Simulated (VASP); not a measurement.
Input of a VASP 6.6.1 run:

Contents of INCAR:

```
PREC = Accurate
ENCUT = 520
EDIFF = 1E-6
ISMEAR = 0
SIGMA = 0.05
LREAL = Auto
LASPH = T
NELM = 100
ALGO = Normal
ISIF = 2
LWAVE = F
LCHARG = F
GGA = PE
IVDW = 12
IBRION = 2
NSW = 80
EDIFFG = -0.03
```

KPOINTS

```
regular mesh
0
Gamma
  2 2 2
```

The input POSCAR:

```
Si
1.0
    0.0000000000      5.4300000000      5.4300000000
    5.4300000000      0.0000000000      5.4300000000
    5.4300000000      5.4300000000      0.0000000000
Si
17
Direct
    0.0000000000      0.0000000000      0.0000000000
    0.1250000000      0.1250000000      0.1250000000
    0.0000000000      0.0000000000      0.5000000000
    0.1250000000      0.1250000000      0.6250000000
    0.0000000000      0.5000000000      0.0000000000
    0.1250000000      0.6250000000      0.1250000000
    0.0000000000      0.5000000000      0.5000000000
    0.1250000000      0.6250000000      0.6250000000
    0.5000000000      0.0000000000      0.0000000000
    0.6250000000      0.1250000000      0.1250000000
    0.5000000000      0.0000000000      0.5000000000
    0.6250000000      0.1250000000      0.6250000000
    0.5000000000      0.5000000000      0.0000000000
    0.6250000000      0.6250000000      0.1250000000
    0.5000000000      0.5000000000      0.5000000000
    0.6250000000      0.6250000000      0.6250000000
    0.7482876200      0.7403159200      0.7563220100
```

Potentials or basis: VASP PAW PBE potentials, release 64 (Si).

Run with:

```sh
$ cat potpaw_PBE.64/Si/POTCAR > POTCAR
$ mpirun -np 1 vasp_std > vasp.out
```

Task: Predict the band gap on the k mesh.

Result: Zero (bands 34 and 35 overlap by 0.25 eV).

Task: Estimate the dispersion energy per atom.

Result: -0.332 eV.

Final structure:
```yaml
crystal:
  lattice:
    - [0.00000, 5.43000, 5.43000]
    - [5.43000, 0.00000, 5.43000]
    - [5.43000, 5.43000, 0.00000]
  atoms:
    - { symbol: Si, position: [0.00001, 0.00012, 0.99993] }
    - { symbol: Si, position: [0.12460, 0.12443, 0.12473] }
    - { symbol: Si, position: [0.00303, 0.00280, 0.49709] }
    - { symbol: Si, position: [0.12461, 0.12445, 0.62622] }
    - { symbol: Si, position: [0.00296, 0.49684, 0.00323] }
    - { symbol: Si, position: [0.12438, 0.62658, 0.12453] }
    - { symbol: Si, position: [0.00297, 0.49685, 0.49699] }
    - { symbol: Si, position: [0.13090, 0.62312, 0.62299] }
    - { symbol: Si, position: [0.49697, 0.00275, 0.00324] }
    - { symbol: Si, position: [0.62638, 0.12434, 0.12465] }
    - { symbol: Si, position: [0.49698, 0.00276, 0.49706] }
    - { symbol: Si, position: [0.62368, 0.12898, 0.62367] }
    - { symbol: Si, position: [0.49685, 0.49680, 0.00320] }
    - { symbol: Si, position: [0.62237, 0.62247, 0.13285] }
    - { symbol: Si, position: [0.49961, 0.49759, 0.50154] }
    - { symbol: Si, position: [0.62247, 0.62256, 0.62243] }
    - { symbol: Si, position: [0.74952, 0.74688, 0.75198] }
```

Caveat: the k points lie up to 0.50 Å⁻¹ apart.
